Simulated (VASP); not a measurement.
Set up this calculation in VASP 6.6.1, as the native input.

```yaml
Task: single point
Functional: BLYP
Potentials_or_basis: VASP PAW PBE potentials, release 64 (Cl, Li_sv)
Cutoff: 520 eV
k_mesh: 5 × 5 × 5
Occupations: fermi-dirac, width 0.05 eV
Spin: no spin polarisation
Dipole_correction: no
Further_INCAR_settings: ALGO = Normal; EDIFF = 1e-07; NBANDS = 12
```

The structure of LiCl lies in POSCAR:

```
LiCl
1.0
    0.0000000000      2.5647700000      2.5647700000
    2.5647700000      0.0000000000      2.5647700000
    2.5647700000      2.5647700000      0.0000000000
Cl Li
1 1
Direct
    0.5000000000      0.5000000000      0.5000000000
    0.0000000000      0.0000000000      0.0000000000
```

The input as run:

INCAR

```
PREC     = Accurate       # precision mode
ENCUT    = 520            # plane-wave cutoff, eV
EDIFF    = 1E-7           # SCF threshold, eV
ISMEAR   = -1             # smearing method
SIGMA    = 0.05           # smearing width, eV
LREAL    = False          # projectors in reciprocal space
LASPH    = True           # aspherical terms in the spheres
NELM     = 60             # most SCF steps
ALGO     = Normal         # electronic algorithm
ISIF     = 2              # what is computed and relaxed
LWAVE    = False          # write WAVECAR
LCHARG   = True           # write CHGCAR
GGA      = B5             # functional
ALDAX    = 1.0          
AGGAX    = 1.0          
AGGAC    = 1.0          
ALDAC    = 0.0          
LELF     = True           # ELF
LVHAR    = True         
NBANDS   = 12             # bands
```

KPOINTS

```
regular mesh
0
Gamma
  5 5 5
```

Potentials or basis: VASP PAW PBE potentials, release 64 (Cl, Li_sv).

Run with:

```console
$ cat potpaw_PBE.64/Cl/POTCAR potpaw_PBE.64/Li_sv/POTCAR > POTCAR
$ mpirun -np 1 vasp_std > vasp.out
```

It gave:

The band gap on the k mesh is 6.50 eV, direct.

Caveat: the k points lie up to 0.42 Å⁻¹ apart.

Wall time 7.1 s on 1 thread of Intel(R) Xeon(R) 6975P-C (Granite Rapids) (shared host), peak memory 0.14 GiB.
